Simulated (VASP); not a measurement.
Set up this calculation in VASP 6.6.1, as the native input.

- Task: single point
- Functional: PBE
- Potentials or basis: VASP PAW PBE potentials, release 64 (Ag, Cl)
- Cutoff: 520 eV
- k mesh: 6 × 6 × 4
- Occupations: gaussian, width 0.01 eV
- Spin: no spin polarisation
- Dipole correction: no
- Further INCAR settings: ALGO = Normal; EDIFF = 1e-07; NBANDS = 26

The structure of AgCl lies in POSCAR:

```
AgCl
1.0
    4.0040690149      0.0000000000      0.1991249368
    0.0000000000      4.0078862966      0.0000000000
   -0.2773820492      0.0000000000      5.6594034582
Ag Cl
2 2
Direct
    0.2503409233      0.2500000000      0.2503830942
    0.7496590767      0.7500000000      0.7496169058
    0.7499411149      0.7500000000      0.2497124012
    0.2500588851      0.2500000000      0.7502875988
```

The input as run:

INCAR

```
PREC = Accurate ; ENCUT = 520
EDIFF = 1E-7 ; ISMEAR = 0
SIGMA = 0.01 ; LREAL = False
LASPH = True ; NELM = 80
ALGO = Normal ; ISIF = 2
LWAVE = False ; LCHARG = False
GGA = PE ; NBANDS = 26
```

KPOINTS

```
regular mesh
0
Gamma
  6 6 4
```

Potentials or basis: VASP PAW PBE potentials, release 64 (Ag, Cl).

Run with:

```bash
$ cat potpaw_PBE.64/Ag/POTCAR potpaw_PBE.64/Cl/POTCAR > POTCAR
$ mpirun -np 1 vasp_std > vasp.out
```

It gave:

```yaml
Pressure: -1.3 GPa
Largest_force: 0.003 eV/Å
Band_gap_on_the_k_mesh: 0.93 eV
```

Run time: 72 s on 1 thread of Intel(R) Xeon(R) Platinum 8488C (Sapphire Rapids) (shared host), peak memory 0.24 GiB.
